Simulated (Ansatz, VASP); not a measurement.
**CuO: VASP beside Ansatz**

```
Cu O
1.0
     2.87950    0.00000    0.00000
     0.03907    2.87928    0.00000
     0.01750    0.01724    5.17634
Cu O
2 2
Direct
  0.00000 0.50000 0.00000
  0.50000 0.00000 0.50000
  0.99842 0.00167 0.74989
  0.00158 0.99833 0.25011
```

Alike in both runs: task relaxation of cell and atoms; functional RPBE; k mesh 9 × 9 × 5; occupations fermi-dirac, width 0.05 eV; no spin polarisation.

```csv
,VASP,Ansatz
version,VASP 6.6.1,Ansatz 0.2.0
potentials or method,"VASP PAW PBE potentials, release 64 (Cu, O)",Ansatz PAW
plane-wave cutoff (eV),600,420
valence electrons in the cell,34,50
```

|  | VASP | Ansatz | Ansatz less VASP |
| --- | --- | --- | --- |
| gap on the k mesh at the Fermi level, each at its own relaxed structure (eV) | none | none | - |
| relaxed volume (Å³/atom) | 11.66 | 11.61 | -0.047 |
| relaxed cell length with the largest relative difference (Å) | 5.202 | 5.193 | -0.0094 |

VASP's potentials were made for PBE, not for RPBE. A gap of «none» marks a metal or a gap that the smearing closes. VASP's potentials hold 34 valence electrons a cell and Ansatz's 50, so a difference there can come from the potentials and not from the codes.

Noted on Ansatz's run: the plane-wave basis is chosen anew once the cell has moved, so the energies of steps on either side of that aren't comparable.
